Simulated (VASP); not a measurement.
Wanted: the native input for a VASP 6.6.1 run.

```yaml
Task: single point
Functional: PBE
Potentials_or_basis: VASP PAW PBE potentials, release 64 (Pr_3, Sc_sv, O), 4f in core
Cutoff: 600 eV
k_mesh: 6 × 6 × 4
Occupations: gaussian, width 0.1 eV
Spin: collinear spin
Starting_moments: "[0.0, 1.0, 0.0] μB"
Dipole_correction: no
Further_INCAR_settings: ALGO = Normal; EDIFF = 1e-06; NBANDS = 25
```

The structure of PrScO lies in POSCAR:

```
PrScO
1.0
    3.7150814999      0.0000000000      0.0000000000
    0.0000000000      3.7150814999      0.0000000000
    0.0000000000      0.0000000000      4.2435956221
Pr Sc O
1 1 1
Direct
    0.0000000000      0.0000000000      0.5000000000
    0.5000000000      0.5000000000      0.0000000000
    0.5000000000      0.5000000000      0.5000000000
```

The cell was generated, and may not be a known phase.

These files were run (other wordings do the same):

INCAR

```
SYSTEM = PrScO
ALGO = Normal
EDIFF = 1E-6
ENCUT = 600
GGA = PE
GGA_COMPAT = .False.
ISIF = 2
ISMEAR = 0
ISPIN = 2
LASPH = .True.
LCHARG = .False.
LMAXMIX = 6
LORBIT = 11
LREAL = .False.
LWAVE = .False.
MAGMOM = 0 1 0
NBANDS = 25
NELM = 200
PREC = Accurate
SIGMA = 0.1
```

KPOINTS

```
k-points
0
Gamma
  6 6 4
  0 0 0
```

Potentials or basis: VASP PAW PBE potentials, release 64 (Pr_3, Sc_sv, O), 4f in core.

Run with:

```bash
$ cat potpaw_PBE.64/Pr_3/POTCAR potpaw_PBE.64/Sc_sv/POTCAR potpaw_PBE.64/O/POTCAR > POTCAR
$ mpirun -np 1 vasp_std > vasp.out
```

Results of the run:

```yaml
Pressure: 0.3 GPa
Band_gap_on_the_k_mesh: zero (filled and empty bands overlap)
Net_moment: 0.00 μB per cell
Valence_electrons_inside_the_program's_atomic_spheres: Pr 8.79; Sc 9.46; O 5.00
```

Caveat: the k points lie up to 0.37 Å⁻¹ apart, too coarse for converged energies and pressures of a metal; the magnetic or orbital state may not be the lowest; the moments typed at the start vanished in this run; spin-orbit coupling is left out, which moves the levels of the heavy elements; the 4f electrons are frozen in the core, so they carry no moment and show no levels.

Wall time 54 s on 1 thread of AMD EPYC 9R45 96-Core Processor (Zen 5), on a shared host, peak memory 0.23 GiB.
